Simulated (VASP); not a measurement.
Set up this calculation in VASP 6.6.1, as the native input.

```
Task                   : single point
Functional             : PBE
Potentials or basis    : VASP PAW PBE potentials, release 64 (Co_sv, Al)
Cutoff                 : 600 eV
k mesh                 : 10 × 10 × 6
Occupations            : fermi-dirac, width 0.05 eV
Spin                   : no spin polarisation
Dipole correction      : no
Second run             : valence_matched
Further INCAR settings : ALGO = Normal; EDIFF = 1e-06; NBANDS = 28
```

The structure of AlCo (NiAs type) lies in POSCAR:

```
AlCo
1.0
    2.7294172933      0.0000000000      0.0000000000
   -1.3647086467      2.3637447135      0.0000000000
    0.0000000000      0.0000000000      7.5731822471
Co Al
2 2
Direct
    0.0000000000      0.0000000000      0.0000000000
    0.0000000000      0.0000000000      0.5000000000
    0.3333333333      0.6666666667      0.2500000000
    0.6666666667      0.3333333333      0.7500000000
```

One way to write it, as run:

INCAR

```
PREC = Accurate
ENCUT = 600
EDIFF = 1E-6
ISMEAR = -1
SIGMA = 0.05
LREAL = F
LASPH = T
NELM = 120
ALGO = Normal
ISIF = 2
LWAVE = F
LCHARG = F
GGA = PE
NBANDS = 28
GGA_COMPAT = F
```

KPOINTS

```
regular mesh
0
Gamma
  10 10 6
```

Potentials or basis: VASP PAW PBE potentials, release 64 (Co_sv, Al).

The run is started by

```bash
$ cat potpaw_PBE.64/Co_sv/POTCAR potpaw_PBE.64/Al/POTCAR > POTCAR
$ mpirun -np 1 vasp_std > vasp.out
```

Results of the run:

The pressure is -1.4 GPa. The band gap on the k mesh is zero (band 20 reaches 11.10 eV, above the bottom of band 21 at 9.82 eV).

Run time: 81 s on 1 thread of Intel(R) Xeon(R) Platinum 8375C CPU @ 2.90GHz (Ice Lake), with other jobs on the host, peak memory 0.23 GiB.
